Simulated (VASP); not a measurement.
Crystal: GaN.

```xyz
4
Lattice="3.2184 0.0000 0.0000 -1.6092 2.7872 0.0000 0.0000 0.0000 5.2428" Properties=species:S:1:pos:R:3 pbc="T T T"
Ga    0.0000    1.8582   -0.0045
Ga    1.6092    0.9291    2.6169
N     0.0000    1.8582    1.9706
N     1.6092    0.9291    4.5920
```

| Item | Value |
| --- | --- |
| Program | VASP 6.6.1 |
| Task | relaxation of cell and atoms |
| Functional | LDA |
| Potentials or basis | VASP PAW LDA potentials, release 64 (Ga_d, N) |
| Cutoff | 600 eV |
| k mesh | 12 × 12 × 4 |
| Occupations | fermi-dirac, width 0.02 eV |
| Spin | no spin polarisation |

At the start: pressure -10.2 GPa; volume 11.76 Å³/atom.

How do energy, volume and symmetry change on relaxing?

Over 7 steps the energy falls by 21.8 meV/atom and the volume is 11.11 Å³/atom (-5.5 %); space group P6_3mc (No. 186, to 0.1 Å) before and after.

Step by step:
```csv
step,energy change (eV),largest force (eV/Å),pressure (GPa),volume (Å³)
1,0.0000,0.0015,-10.20,47.03
2,-0.0050,0.0327,11.97,42.12
3,-0.0873,0.0150,-0.13,44.44
4,-0.0873,0.0153,0.12,44.39
5,-0.0874,0.0019,-0.23,44.44
6,-0.0874,0.0044,0.01,44.42
7,-0.0874,0.0018,-0.02,44.43
```

Final structure:
```
Ga N
1.0
     3.15761    0.00000    0.00000
    -1.57881    2.73457    0.00000
     0.00000    0.00000    5.14523
Ga N
2 2
Direct
  0.33333 0.66667 0.99923
  0.66667 0.33333 0.49923
  0.33333 0.66667 0.37577
  0.66667 0.33333 0.87577
```
